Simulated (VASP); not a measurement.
# Sb (Fm-3m) in VASP: single point with LDA

Aim: the single point of Sb with LDA.

Everything below comes from runs of VASP 6.6.1. Logs are shortened: lines on timing, memory, paths and dates and some standing lists are left out, and cuts for length are marked.

### 1 The cell of the first run

It takes space group Fm-3m (No. 225, cubic). Conventional cell: a = 6.226 Å, b = 6.226 Å, c = 6.226 Å, α = 90.00°, β = 90.00°, γ = 90.00°. Within 5.8 Å of Sb (site symmetry m-3m) lie 12 Sb at 4.40 Å.

### 2 Single point, LDA

The input, INCAR:

```
SYSTEM = Sb
PREC = Accurate
ENCUT = 520
EDIFF = 1E-6
ISMEAR = 1
SIGMA = 0.1
LREAL = .FALSE.
LASPH = .TRUE.
NELM = 100
ALGO = Normal
ISIF = 2
LWAVE = .FALSE.
LCHARG = .FALSE.
NBANDS = 8
```

The input, KPOINTS:

```
regular mesh
0
G
  7 7 7
  0 0 0
```

The input, POSCAR:

```
Sb
1.0
    0.0000000000      3.1129520000      3.1129520000
    3.1129520000      0.0000000000      3.1129520000
    3.1129520000      3.1129520000      0.0000000000
Sb
1
Direct
    0.0000000000      0.0000000000      0.0000000000
```

Potentials or basis: VASP PAW LDA potentials, release 64 (Sb).

Run with:

```sh
> cat potpaw_LDA.64/Sb/POTCAR > POTCAR
> mpirun -np 1 vasp_std > vasp.out
```

OUTCAR:

```text
SYSTEM = Sb
   PREC = Accurate
   ENCUT = 520
   EDIFF = 1E-6
   ISMEAR = 1
   LREAL = .FALSE.
   LASPH = .TRUE.
   NELM = 100
   ISIF = 2

 ion  position               nearest neighbor table
   1  0.000  0.000  0.000-

  LATTYP: Found a face centered cubic cell.
 ALAT       =     6.2259040000

  Lattice vectors:

 A1 = (   0.0000000000,   3.1129520000,   3.1129520000)
 A2 = (   3.1129520000,   0.0000000000,   3.1129520000)
 A3 = (   3.1129520000,   3.1129520000,   0.0000000000)

Analysis of symmetry for initial positions (statically):
=====================================================================
 Subroutine PRICEL returns:
 Original cell was already a primitive cell.

 Routine SETGRP: Setting up the symmetry group for a
 face centered cubic supercell.

 Subroutine GETGRP returns: Found 48 space group operations
 (whereof 48 operations were pure point group operations)
 out of a pool of 48 trial point group operations.

The static configuration has the point symmetry O_h .

Analysis of symmetry for dynamics (positions and initial velocities):
=====================================================================
 Subroutine PRICEL returns:
 Original cell was already a primitive cell.

 Routine SETGRP: Setting up the symmetry group for a
 face centered cubic supercell.

 Subroutine GETGRP returns: Found 48 space group operations
 (whereof 48 operations were pure point group operations)
 out of a pool of 48 trial point group operations.

The dynamic configuration has the point symmetry O_h .

 Subroutine INISYM returns: Found 48 space group operations
 (whereof 48 operations are pure point group operations),
 and found     1 'primitive' translations

----------------------------------------------------------------------------------------

                                     Primitive cell

  volume of cell :      60.3319

  direct lattice vectors                    reciprocal lattice vectors
     0.000000000  3.112952000  3.112952000    -0.160619245  0.160619245  0.160619245
     3.112952000  0.000000000  3.112952000     0.160619245 -0.160619245  0.160619245
     3.112952000  3.112952000  0.000000000     0.160619245  0.160619245 -0.160619245

  length of vectors
     4.402378937  4.402378937  4.402378937     0.278200693  0.278200693  0.278200693

  position of ions in fractional coordinates (direct lattice)
     0.000000000  0.000000000  0.000000000

  ion indices of the primitive-cell ions
   primitive index   ion index
                 1           1

----------------------------------------------------------------------------------------

 KPOINTS: regular mesh

Automatic generation of k-mesh.
 Grid dimensions read from file:
 generate k-points for:    7    7    7

 Generating k-lattice:

  Cartesian coordinates                     Fractional coordinates (reciprocal lattice)
    -0.022945606  0.022945606  0.022945606     0.142857143  0.000000000  0.000000000
     0.022945606 -0.022945606  0.022945606     0.000000000  0.142857143  0.000000000
     0.022945606  0.022945606 -0.022945606     0.000000000  0.000000000  0.142857143

  Length of vectors
     0.039742956  0.039742956  0.039742956

  Shift w.r.t. Gamma in fractional coordinates (k-lattice)
     0.000000000  0.000000000  0.000000000

 Subroutine IBZKPT returns following result:
 ===========================================

 Found     20 irreducible k-points:

 Following reciprocal coordinates:
            Coordinates               Weight
  0.000000  0.000000  0.000000      1.000000
  0.142857  0.000000  0.000000      8.000000
  0.285714  0.000000  0.000000      8.000000
  0.428571  0.000000  0.000000      8.000000
  0.142857  0.142857  0.000000      6.000000
  0.285714  0.142857  0.000000     24.000000
[... 12 lines left out ...]
 -0.428571  0.428571  0.142857     24.000000
 -0.285714  0.428571  0.142857     24.000000
   k-points           NKPTS =     20   k-points in BZ     NKDIM =     20   number of bands    NBANDS=      8
   number of dos      NEDOS =    301   number of ions     NIONS =      1
   total plane-waves  NPLWV =  46656
   dimension x,y,z NGX =    36 NGY =   36 NGZ =   36
   dimension x,y,z NGXF=    72 NGYF=   72 NGZF=   72
   ions per type =               1
   NGX,Y,Z   is equivalent  to a cutoff of  13.59, 13.59, 13.59 a.u.
   NGXF,Y,Z  is equivalent  to a cutoff of  27.19, 27.19, 27.19 a.u.
 SYSTEM =  Sb
   PREC   = accura    normal or accurate (medium, high low for compatibility)
   ISTART =      0    job   : 0-new  1-cont  2-samecut
   ICHARG =      2    charge: 1-file 2-atom 10-const
   ISPIN  =      1    spin polarized calculation?
   LNONCOLLINEAR =      F non collinear calculations
   LSORBIT =      F    spin-orbit coupling
   LASPH  =      T    aspherical Exc in radial PAW
   ENCUT  =  520.0 eV  38.22 Ry    6.18 a.u.   8.19  8.19  8.19*2*pi/ulx,y,z
   NELM   =    100;   NELMIN=  2; NELMDL= -5     # of ELM steps
   EDIFF  = 0.1E-05   stopping-criterion for ELM
   LREAL  =      F    real-space projection
   EDIFFG = 0.1E-04   stopping-criterion for IOM
   NSW    =      0    number of steps for IOM
   IBRION =     -1    ionic relax: 0-MD 1-quasi-New 2-CG
   NFREE  =      0    steps in history (QN), initial steepest desc. (CG)
   ISIF   =      2    stress and relaxation
   ISYM   =      2    0-nonsym 1-usesym 2-fastsym
   POTIM  = 0.5000    time-step for ionic-motion
   TEBEG  =    0.0;   TEEND  =   0.0 temperature during run
   PSTRESS=    0.0 pullay stress
   NELECT =       5.0000    total number of electrons
   NUPDOWN=      -1.0000    fix difference up-down
   EMIN   =  10.00;   EMAX   =-10.00  energy-range for DOS
   EFERMI =   0.00;   METHOD = LEGACY
   ISMEAR =     1;   SIGMA  =   0.10  broadening in eV -4-tet -1-fermi 0-gaus
   EFERMI_NEDOS =   21; number of points for ismear=-14 and -15
   IALGO  =     38    algorithm
   IMIX   =      4    mixing-type and parameters
     AMIX     =   0.40;   BMIX     =  1.00
     AMIX_MAG =   1.60;   BMIX_MAG =  1.00
  volume/ion in A,a.u.               =      60.33       407.14
  Fermi-wavevector in a.u.,A,eV,Ry     =   0.713755  1.348801  6.931434  0.509446
  Thomas-Fermi vector in A             =   1.801476
   LORBIT       =      0    0 simple, 1 ext, 2 COOP (PROOUT), +10 PAW based schemes
   GGA     = CA    functional components
   LHFCALC =     F    Hartree Fock is set to
   AEXX    =    0.0000 exact exchange contribution
   IVDW    =     0    specifies the selected vdW correction
   LEPSILON=     F    determine dielectric tensor
   LRPA    =     F    only Hartree local field effects (RPA)
 non-spin polarized calculation
 Methfessel and Paxton  Order N= 1 SIGMA  =   0.10
  energy-cutoff  :      520.00
  volume of cell :       60.33
 maximum number of plane-waves:      1641
 NGX is ok and might be reduce to    36
   NGX = 17   NGY = 17   NGZ = 17

 number of electron       5.0000000 magnetization

 Free energy of the ion-electron system (eV)
  ---------------------------------------------------
  ext. energy  EPLUGINS =         0.00000000
  ---------------------------------------------------
  free energy    TOTEN  =        -2.49835991 eV

  energy without entropy =       -2.49255315  energy(sigma->0) =       -2.49642432

 E-fermi :   0.8844     XC(G=0):  -7.2785

 val. band max:        0.8777099534   @ k =   0.4286   0.2857   0.0000
 cond. band min:       0.9120933330   @ k =   0.4286   0.2857   0.1429
 fundamental gap:      0.0343833796
 Fermi energy:         0.8844067196

 k-point     1 :       0.0000    0.0000    0.0000
  band No.  band energies     occupation
      1      -8.2872      2.00000
      2       2.2726     -0.00000
      3       2.2726     -0.00000
      4       2.2726     -0.00000
      5       5.6140      0.00000
      6       8.7620      0.00000
      7       8.7620      0.00000
      8       8.7620      0.00000

 k-point     2 :       0.1429    0.0000    0.0000
  band No.  band energies     occupation
      1      -8.1677      2.00000
      2       1.3050     -0.00000
      3       2.1792     -0.00000
      4       2.1792     -0.00000
      5       6.3506      0.00000
      6       8.3089      0.00000
      7       8.9865      0.00000
      8       8.9865      0.00000

 k-point     3 :       0.2857    0.0000    0.0000
  band No.  band energies     occupation
      1      -7.8670      2.00000
      2      -0.1734      2.00000
      3       1.9896     -0.00000
      4       1.9896     -0.00000
      5       6.4076      0.00000
      6       8.8196      0.00000
      7       8.8196      0.00000
      8       9.3024      0.00000

 k-point     4 :       0.4286    0.0000    0.0000
  band No.  band energies     occupation
      1      -7.5817      2.00000
      2      -1.1351      2.00000
      3       1.8537     -0.00000
      4       1.8537     -0.00000
      5       6.1288      0.00000
      6       8.4259      0.00000
      7       8.4259      0.00000
      8       9.6743      0.00000

 k-point     5 :       0.1429    0.1429    0.0000
  band No.  band energies     occupation
      1      -8.1278      2.00000
      2       1.3527     -0.00000
      3       1.9605     -0.00000
      4       1.9605     -0.00000
      5       6.7063      0.00000
      6       7.6664      0.00000
      7       9.3766      0.00000
      8       9.3770      0.00000
[... 133 lines left out ...]
 k-point    18 :      -0.4286    0.2857    0.1429
  band No.  band energies     occupation
      1      -7.4143      2.00000
      2      -0.7261      2.00000
      3       0.4764      2.00000
      4       1.3381     -0.00000
      5       7.0121      0.00000
      6       7.6458      0.00000
      7       9.0086      0.00000
      8      10.1528      0.00000

 k-point    19 :      -0.4286    0.4286    0.1429
  band No.  band energies     occupation
      1      -7.3235      2.00000
      2      -0.6644      2.00000
      3       0.4868      2.00000
      4       0.8595      1.40740
      5       6.1684      0.00000
      6       7.0129      0.00000
      7       9.7819      0.00000
      8      11.3169      0.00000

 k-point    20 :      -0.2857    0.4286    0.1429
  band No.  band energies     occupation
      1      -7.2920      2.00000
      2      -0.3342      2.00000
      3      -0.2072      2.00000
      4       0.9133      0.53284
      5       6.6274      0.00000
      6       8.2263      0.00000
      7       9.2630      0.00000
      8       9.7375      0.00000

------------------------ aborting loop because EDIFF is reached ----------------------------------------

  FORCE on cell =-STRESS in cart. coord.  units (eV):
  Direction    XX          YY          ZZ          XY          YZ          ZX
  --------------------------------------------------------------------------------------
  -------------------------------------------------------------------------------------
  Total       -3.0774236     -3.0774236     -3.0774236      0.0000000      0.0000000      0.0000000
  in kB      -81.7241829    -81.7241829    -81.7241829      0.0000000      0.0000000      0.0000000
  external PRESSURE =     -81.7241829 kB  Pullay stress =       0.0000000 kB

 VOLUME and BASIS-vectors are now :
 -----------------------------------------------------------------------------
  energy-cutoff  :      520.00
  volume of cell :       60.33
      direct lattice vectors                 reciprocal lattice vectors
     0.000000000  3.112952000  3.112952000    -0.160619245  0.160619245  0.160619245
     3.112952000  0.000000000  3.112952000     0.160619245 -0.160619245  0.160619245
     3.112952000  3.112952000  0.000000000     0.160619245  0.160619245 -0.160619245

 POSITION                                       TOTAL-FORCE (eV/Angst)
 -----------------------------------------------------------------------------------
      0.00000      0.00000      0.00000         0.000000      0.000000      0.000000
 -----------------------------------------------------------------------------------
    total drift:                                0.000000      0.000000      0.000000

  FREE ENERGIE OF THE ION-ELECTRON SYSTEM (eV)
  ---------------------------------------------------
  free  energy   TOTEN  =        -2.4983599064 eV

  energy  without entropy=       -2.4925531505  energy(sigma->0) =       -2.49642432
```

Run time: 14 s. Hardware: 1 thread of Intel Xeon Platinum 8259CL at 2.50GHz (Skylake/Cascade Lake), shared host; peak memory 0.16 GiB.

Results:

| Quantity | Value |
| --- | --- |
| Free energy | -2.4984 eV |
| Pressure | -8.2 GPa |

Caveat: spin-orbit coupling is left out, which moves the levels of the heavy elements.
